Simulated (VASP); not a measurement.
# GaN (F-43m) in VASP: a series of runs

GaN is run at these levels: PBEsol, r2SCAN; tasks: single point.

Program: VASP 6.6.1. These are calculated values, not measurements. Logs are shortened: lines on timing, memory, paths and dates and some standing lists are left out, and cuts for length are marked.

### 1 The cell of the first run

Symmetry: F-43m, No. 216, cubic system. The conventional cell has a = 4.498 Å, b = 4.498 Å, c = 4.498 Å, α = 90.00°, β = 90.00°, γ = 90.00°. Ga (site symmetry -43m) has 4 N at 1.95 Å within 2.6 Å. N (site symmetry -43m) has 4 Ga at 1.95 Å within 2.6 Å.

### 2 Single point, PBEsol

Contents of INCAR:

```
SYSTEM = GaN
PREC     = Accurate       ! precision mode
ENCUT    = 520            ! plane-wave cutoff, eV
EDIFF    = 1E-6           ! SCF threshold, eV
ISMEAR   = 0              ! smearing method
SIGMA    = 0.02           ! smearing width, eV
LREAL    = .False.        ! projectors in reciprocal space
LASPH    = .True.         ! aspherical terms in the spheres
NELM     = 100            ! most SCF steps
ALGO     = Normal         ! electronic algorithm
ISIF     = 2              ! what is computed and relaxed
LWAVE    = .False.        ! write WAVECAR
LCHARG   = .False.        ! write CHGCAR
GGA      = PS             ! functional
NBANDS   = 16             ! bands
```

Contents of KPOINTS:

```
regular mesh
0
Gamma
  10 10 10
  0 0 0
```

Contents of POSCAR:

```
GaN
1.0
    0.0000000000      2.2491150753      2.2491150753
    2.2491150753      0.0000000000      2.2491150753
    2.2491150753      2.2491150753      0.0000000000
Ga N
1 1
Direct
    0.0000000000      0.0000000000      0.0000000000
    0.2500000000      0.2500000000      0.2500000000
```

Potentials or basis: VASP PAW PBE potentials, release 64 (Ga_d, N).

Run with:

```sh
$ cat potpaw_PBE.64/Ga_d/POTCAR potpaw_PBE.64/N/POTCAR > POTCAR
$ mpirun -np 1 vasp_std > vasp.out
```

OUTCAR:

```text
SYSTEM = GaN
   PREC = Accurate
   ENCUT = 520
   EDIFF = 1E-6
   ISMEAR = 0
   LREAL = .False.
   LASPH = .True.
   NELM = 100
   ISIF = 2
   GGA = PS

 ion  position               nearest neighbor table
   1  0.000  0.000  0.000-   2 1.95   2 1.95   2 1.95   2 1.95
   2  0.250  0.250  0.250-   1 1.95   1 1.95   1 1.95   1 1.95

  LATTYP: Found a face centered cubic cell.
 ALAT       =     4.4982301506

  Lattice vectors:

 A1 = (   0.0000000000,   2.2491150753,   2.2491150753)
 A2 = (   2.2491150753,   0.0000000000,   2.2491150753)
 A3 = (   2.2491150753,   2.2491150753,   0.0000000000)

Analysis of symmetry for initial positions (statically):
=====================================================================
 Subroutine PRICEL returns:
 Original cell was already a primitive cell.

 Routine SETGRP: Setting up the symmetry group for a
 face centered cubic supercell.

 Subroutine GETGRP returns: Found 24 space group operations
 (whereof 24 operations were pure point group operations)
 out of a pool of 48 trial point group operations.

The static configuration has the point symmetry T_d .

Analysis of symmetry for dynamics (positions and initial velocities):
=====================================================================
 Subroutine PRICEL returns:
 Original cell was already a primitive cell.

 Routine SETGRP: Setting up the symmetry group for a
 face centered cubic supercell.

 Subroutine GETGRP returns: Found 24 space group operations
 (whereof 24 operations were pure point group operations)
 out of a pool of 48 trial point group operations.

The dynamic configuration has the point symmetry T_d .

 Subroutine INISYM returns: Found 24 space group operations
 (whereof 24 operations are pure point group operations),
 and found     1 'primitive' translations

----------------------------------------------------------------------------------------

                                     Primitive cell

  volume of cell :      22.7544

  direct lattice vectors                    reciprocal lattice vectors
     0.000000000  2.249115075  2.249115075    -0.222309657  0.222309657  0.222309657
     2.249115075  0.000000000  2.249115075     0.222309657 -0.222309657  0.222309657
     2.249115075  2.249115075  0.000000000     0.222309657  0.222309657 -0.222309657

  length of vectors
     3.180729043  3.180729043  3.180729043     0.385051620  0.385051620  0.385051620

  position of ions in fractional coordinates (direct lattice)
     0.000000000  0.000000000  0.000000000
     0.250000000  0.250000000  0.250000000

  ion indices of the primitive-cell ions
[... 69 lines left out ...]
   ISPIN  =      1    spin polarized calculation?
   LNONCOLLINEAR =      F non collinear calculations
   LSORBIT =      F    spin-orbit coupling
   LASPH  =      T    aspherical Exc in radial PAW
   ENCUT  =  520.0 eV  38.22 Ry    6.18 a.u.   5.91  5.91  5.91*2*pi/ulx,y,z
   NELM   =    100;   NELMIN=  2; NELMDL= -5     # of ELM steps
   EDIFF  = 0.1E-05   stopping-criterion for ELM
   LREAL  =      F    real-space projection
[... 7 lines left out ...]
   TEBEG  =    0.0;   TEEND  =   0.0 temperature during run
   PSTRESS=    0.0 pullay stress
   NELECT =      18.0000    total number of electrons
   NUPDOWN=      -1.0000    fix difference up-down
   EMIN   =  10.00;   EMAX   =-10.00  energy-range for DOS
   EFERMI =   0.00;   METHOD = LEGACY
   ISMEAR =     0;   SIGMA  =   0.02  broadening in eV -4-tet -1-fermi 0-gaus
   EFERMI_NEDOS =   21; number of points for ismear=-14 and -15
   IALGO  =     38    algorithm
   IMIX   =      4    mixing-type and parameters
     AMIX     =   0.40;   BMIX     =  1.00
     AMIX_MAG =   1.60;   BMIX_MAG =  1.00
  volume/ion in A,a.u.               =      11.38        76.78
  Fermi-wavevector in a.u.,A,eV,Ry     =   1.514063  2.861164 31.189822  2.292387
  Thomas-Fermi vector in A             =   2.623771
   LORBIT       =      0    0 simple, 1 ext, 2 COOP (PROOUT), +10 PAW based schemes
   GGA     = PS    functional components
   LHFCALC =     F    Hartree Fock is set to
   AEXX    =    0.0000 exact exchange contribution
   IVDW    =     0    specifies the selected vdW correction
   LEPSILON=     F    determine dielectric tensor
   LRPA    =     F    only Hartree local field effects (RPA)
 non-spin polarized calculation
 Gauss-broadening in eV      SIGMA  =   0.02
  energy-cutoff  :      520.00
  volume of cell :       22.75
 maximum number of plane-waves:       622
   NGX = 11   NGY = 11   NGZ = 11

 number of electron      18.0000008 magnetization

 Free energy of the ion-electron system (eV)
  ---------------------------------------------------
  ext. energy  EPLUGINS =         0.00000000
  ---------------------------------------------------
  free energy    TOTEN  =       -13.12251788 eV

  energy without entropy =      -13.12251788  energy(sigma->0) =      -13.12251788

 E-fermi :   5.3755     XC(G=0): -11.9334

 val. band max:        5.2131762938   @ k =   0.0000   0.0000   0.0000
 cond. band min:       6.9335471436   @ k =   0.0000   0.0000   0.0000
 fundamental gap:      1.7203708497
 Fermi energy:         5.3754590568

 k-point     1 :       0.0000    0.0000    0.0000
  band No.  band energies     occupation
      1     -10.7692      2.00000
      2      -8.1951      2.00000
      3      -8.1951      2.00000
      4      -8.1951      2.00000
      5      -7.8640      2.00000
      6      -7.8640      2.00000
[... 433 lines left out ...]
      3      -7.9641      2.00000
      4      -7.9633      2.00000
      5      -7.8017      2.00000
      6      -6.9562      2.00000
[... 8 lines left out ...]
     15      27.5013      0.00000
     16      27.6098      0.00000

 [... further k-points ...]

------------------------ aborting loop because EDIFF is reached ----------------------------------------

  FORCE on cell =-STRESS in cart. coord.  units (eV):
  Direction    XX          YY          ZZ          XY          YZ          ZX
  --------------------------------------------------------------------------------------
  -------------------------------------------------------------------------------------
  Total       -0.0322465     -0.0322465     -0.0322465      0.0000000      0.0000000      0.0000000
  in kB       -2.2705312     -2.2705312     -2.2705312      0.0000000      0.0000000      0.0000000
  external PRESSURE =      -2.2705312 kB  Pullay stress =       0.0000000 kB

 VOLUME and BASIS-vectors are now :
 -----------------------------------------------------------------------------
  energy-cutoff  :      520.00
  volume of cell :       22.75
      direct lattice vectors                 reciprocal lattice vectors
     0.000000000  2.249115075  2.249115075    -0.222309657  0.222309657  0.222309657
     2.249115075  0.000000000  2.249115075     0.222309657 -0.222309657  0.222309657
     2.249115075  2.249115075  0.000000000     0.222309657  0.222309657 -0.222309657

 POSITION                                       TOTAL-FORCE (eV/Angst)
 -----------------------------------------------------------------------------------
      0.00000      0.00000      0.00000         0.000000      0.000000      0.000000
      1.12456      1.12456      1.12456        -0.000000     -0.000000     -0.000000
 -----------------------------------------------------------------------------------
    total drift:                                0.000001      0.000001      0.000001

  FREE ENERGIE OF THE ION-ELECTRON SYSTEM (eV)
  ---------------------------------------------------
  free  energy   TOTEN  =       -13.1225178835 eV

  energy  without entropy=      -13.1225178835  energy(sigma->0) =      -13.12251788
```

OSZICAR:

```text
N       E                     dE             d eps       ncg     rms          rms(c)
DAV:   1     0.825159527743E+02    0.82516E+02   -0.92493E+03  1632   0.204E+03
DAV:   2    -0.885814687608E+01   -0.91374E+02   -0.85531E+02  1704   0.335E+02
DAV:   3    -0.148686663615E+02   -0.60105E+01   -0.59851E+01  1752   0.715E+01
DAV:   4    -0.149382132324E+02   -0.69547E-01   -0.69537E-01  1912   0.827E+00
DAV:   5    -0.149390606165E+02   -0.84738E-03   -0.84738E-03  1800   0.830E-01    0.722E+00
DAV:   6    -0.131535602893E+02    0.17855E+01   -0.42450E+00  2272   0.394E+01    0.265E+00
DAV:   7    -0.131423802313E+02    0.11180E-01   -0.27060E-01  1608   0.573E+00    0.171E+00
DAV:   8    -0.131258390871E+02    0.16541E-01   -0.52720E-02  1936   0.258E+00    0.709E-01
DAV:   9    -0.131224218639E+02    0.34172E-02   -0.11581E-02  2200   0.227E+00    0.177E-01
DAV:  10    -0.131225593656E+02   -0.13750E-03   -0.11830E-03  1800   0.456E-01    0.925E-02
DAV:  11    -0.131225161177E+02    0.43248E-04   -0.13570E-04  2304   0.182E-01    0.463E-03
DAV:  12    -0.131225179395E+02   -0.18217E-05   -0.13178E-05  1680   0.382E-02    0.330E-03
DAV:  13    -0.131225178835E+02    0.55981E-07   -0.29885E-07  1128   0.104E-02
   1 F= -.13122518E+02 E0= -.13122518E+02  d E =-.862735E-33
```

Run time: 6 s. Hardware: 1 thread of Intel Xeon 6975P-C (Granite Rapids), shared host; peak memory 0.14 GiB.

What came out:

```
Free energy            : -13.1225 eV
Pressure               : -0.2 GPa
Band gap on the k mesh : 1.72 eV, direct
```

Caveat: the PAW data sets were made with another functional, which shifts forces and pressure a little. As with any semilocal functional, this PBEsol gap is likely too small.

### 3 Single point, PBEsol

Contents of INCAR:

```
PREC = Accurate
ENCUT = 520
EDIFF = 1E-7
ISMEAR = 0
SIGMA = 0.02
LREAL = F
LASPH = T
NELM = 100
ALGO = Normal
ISIF = 2
LWAVE = F
LCHARG = T
GGA = PS
LELF = T
LVHAR = T
NBANDS = 16
```

Contents of KPOINTS:

```
regular mesh
0
Gamma
  10 10 10
```

POSCAR is that of step 2.

Potentials or basis: VASP PAW PBE potentials, release 64 (Ga_d, N).

Run with:

```sh
$ cat potpaw_PBE.64/Ga_d/POTCAR potpaw_PBE.64/N/POTCAR > POTCAR
$ mpirun -np 1 vasp_std > vasp.out
```

Run time: 6.3 s. Hardware: 1 thread of Intel Xeon 6975P-C (Granite Rapids), shared host; peak memory 0.14 GiB.

Results (log left out):

- Free energy: -13.1225 eV
- Pressure: -0.2 GPa
- Band gap on the k mesh: 1.72 eV, direct

Levels at points of the mesh, in eV from the valence-band top:
| k point | band 6 | band 7 | band 8 | band 9 | band 10 | band 11 | band 12 | band 13 |
| --- | --- | --- | --- | --- | --- | --- | --- | --- |
| (0.00, 0.00, 0.00) | -13.08 | 0.00 | 0.00 | 0.00 | 1.72 | 10.24 | 10.24 | 10.24 |
| (0.50, 0.00, 0.00) | -11.83 | -7.15 | -0.99 | -0.99 | 4.60 | 8.66 | 10.29 | 10.29 |
| (0.50, 0.50, 0.00) | -11.40 | -6.20 | -2.75 | -2.75 | 3.23 | 6.60 | 11.62 | 13.94 |

Caveat: the PAW data sets were made with another functional, which shifts forces and pressure a little.

### 4 Single point, r2SCAN

POSCAR is that of step 3.

Contents of INCAR.step1:

```
SYSTEM = GaN
ALGO     = Normal         ! electronic algorithm
EDIFF    = 1E-4           ! SCF threshold, eV
ENCUT    = 520            ! plane-wave cutoff, eV
GGA      = PE             ! functional
ISMEAR   = 0              ! smearing method
LASPH    = .TRUE.         ! aspherical terms in the spheres
LCHARG   = .FALSE.        ! write CHGCAR
LREAL    = .FALSE.        ! projectors in reciprocal space
LWAVE    = .TRUE.         ! write WAVECAR
NBANDS   = 16             ! bands
NELM     = 100            ! most SCF steps
PREC     = Accurate       ! precision mode
SIGMA    = 0.02           ! smearing width, eV
```

Contents of INCAR.step2:

```
SYSTEM = GaN
ALGO     = Normal         ! electronic algorithm
EDIFF    = 1E-7           ! SCF threshold, eV
ENCUT    = 520            ! plane-wave cutoff, eV
ISIF     = 2              ! what is computed and relaxed
ISMEAR   = 0              ! smearing method
ISTART   = 1            
LASPH    = .TRUE.         ! aspherical terms in the spheres
LCHARG   = .FALSE.        ! write CHGCAR
LMIXTAU  = .TRUE.       
LREAL    = .FALSE.        ! projectors in reciprocal space
LWAVE    = .FALSE.        ! write WAVECAR
METAGGA  = R2SCAN         ! meta-GGA
NBANDS   = 16             ! bands
NELM     = 100            ! most SCF steps
PREC     = Accurate       ! precision mode
SIGMA    = 0.02           ! smearing width, eV
```

Contents of KPOINTS:

```
k-points
0
G
  10 10 10
  0 0 0
```

Run with:

```sh
$ cat potpaw_PBE.64/Ga_d/POTCAR potpaw_PBE.64/N/POTCAR > POTCAR
$ cp INCAR.step1 INCAR
$ mpirun -np 1 vasp_std > vasp.out
$ cp INCAR.step2 INCAR
$ mpirun -np 1 vasp_std > vasp.out
```

It took 28 s on 1 thread of Intel Xeon 6975P-C (Granite Rapids), shared host; peak memory 0.15 GiB.

The run converged. Its results:

- Free energy: -21.8964 eV
- Pressure: 1.1 GPa
- Band gap on the k mesh: 2.16 eV, direct

Levels at points of the mesh, in eV from the valence-band top:
```tsv
k point	band 5	band 6	band 7	band 8	band 9	band 10	band 11	band 12	band 13	band 14
(0.00, 0.00, 0.00)	-13.48	-13.48	0.00	0.00	0.00	2.16	11.04	11.04	11.04	18.64
(0.50, 0.00, 0.00)	-13.43	-12.35	-7.19	-1.00	-1.00	5.20	9.47	11.03	11.03	16.55
(0.50, 0.50, 0.00)	-13.40	-11.97	-6.24	-2.80	-2.80	3.77	7.28	12.63	15.01	15.01
```

Caveat: the PAW data sets were made with another functional, which shifts forces and pressure a little. r2SCAN opens gaps a little over a GGA but as a rule still falls short of measured ones.

(Part 1 of 2 ends here.)
